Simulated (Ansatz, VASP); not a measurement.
Given: the input of a run of Ansatz 0.2.0 on FeO.

Contents of input.yaml:

```yaml
crystal:
  lattice:
    - [0.0, 2.1409337923, 2.1409337923]
    - [2.1409337923, 0.0, 2.1409337923]
    - [2.1409337923, 2.1409337923, 0.0]
  atoms:
    - { symbol: Fe, position: [0.0, 0.0, 0.0], spin: 3.0 }
    - { symbol: O, position: [0.5, 0.5, 0.5] }
hamiltonian:
  xc: blyp
  pseudopotentials: { kind: paw }
  dispersion: d4
magnetization:
  spin_polarized: true
kpoints:
  mp_grid: { grid: [11, 11, 11] }
scf:
  occupations: { method: fermi_dirac, width: 0.05 }
output:
  forces: true
  stress: true
  eigenvalues: true
```

Potentials or basis: Ansatz PAW.

The run is started by

```bash
$ ansatz run input.yaml --threads 2 --pin off --max-ram 5120MiB --backend cpu --events-out ev --progress --plain --runs-dir out
```

Set up the same calculation for VASP 6.6.1. Potentials there: VASP PAW PBE potentials, release 64 (Fe, O).

As run (the cutoff follows the program's own potentials):

The input INCAR:

```
PREC = Accurate ; ENCUT = 520
EDIFF = 1E-6 ; ISMEAR = -1
SIGMA = 0.05 ; LREAL = False
LASPH = True ; NELM = 150
ALGO = Normal ; ISIF = 2
LWAVE = False ; LCHARG = True
ISPIN = 2 ; MAGMOM = 3 0
LORBIT = 11 ; LMAXMIX = 4
GGA = B5 ; ALDAX = 1.0
AGGAX = 1.0 ; AGGAC = 1.0
ALDAC = 0.0 ; IVDW = 13
VDW_S6 = 1.0 ; VDW_S8 = 2.34076671
VDW_A1 = 0.44488865 ; VDW_A2 = 4.0933009
LELF = True ; LVHAR = True
NBANDS = 18
```

KPOINTS

```
Automatic mesh
0
Gamma
  11 11 11
```

Contents of POSCAR:

```
FeO
1.0
    0.0000000000      2.1409337923      2.1409337923
    2.1409337923      0.0000000000      2.1409337923
    2.1409337923      2.1409337923      0.0000000000
Fe O
1 1
Direct
    0.0000000000      0.0000000000      0.0000000000
    0.5000000000      0.5000000000      0.5000000000
```

Potentials or basis: VASP PAW PBE potentials, release 64 (Fe, O).

The run is started by

```sh
$ cat potpaw_PBE.64/Fe/POTCAR potpaw_PBE.64/O/POTCAR > POTCAR
$ mpirun -np 1 vasp_std > vasp.out
```

Both were run:

|  | VASP | Ansatz | Ansatz less VASP |
| --- | --- | --- | --- |
| gap on the k mesh at the Fermi level (eV) | none | none | - |
| net moment per atom (μB) | 2.00 | 2.00 | 0.000 |
| size of the moment on the site where the two differ most (μB) | 3.59 | 3.43 | -0.165 |

VASP's potentials were made for PBE, not for BLYP. Site moments also hang on the region over which each program counts them. A gap of «none» marks a metal or a gap that the smearing closes. VASP's potentials hold 14 valence electrons a cell and Ansatz's 22, so a difference there can come from the potentials and not from the codes.
